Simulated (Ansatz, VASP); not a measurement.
**One calculation of Ge, two programs**

```xyz
2
Lattice="0.0000 2.8288 2.8288 2.8288 0.0000 2.8288 2.8288 2.8288 0.0000" Properties=species:S:1:pos:R:3 pbc="T T T"
Ge    2.8288    2.8288    2.8288
Ge    4.2432    4.2432    4.2432
```

Alike in both runs: task electric field gradients; functional LDA; k mesh 11 × 11 × 11; occupations fermi-dirac, width 0.05 eV; no spin polarisation.

|  | VASP | Ansatz |
| --- | --- | --- |
| version | VASP 6.6.1 | Ansatz 0.2.0 |
| potentials or method | VASP PAW LDA potentials, release 64 (Ge_d) | PAW with Ansatz's default frozen-core files, scalar-relativistic |
| plane-wave cutoff (eV) | 520 | 420 |
| valence electrons in the cell | 28 | 28 |

|  | VASP | Ansatz | Ansatz less VASP |
| --- | --- | --- | --- |
| pressure (GPa) | -1.2 | -1.3 | -0.10 |

LDA's correlation is that of Perdew and Zunger in VASP and of Perdew and Wang (1992) in Ansatz.
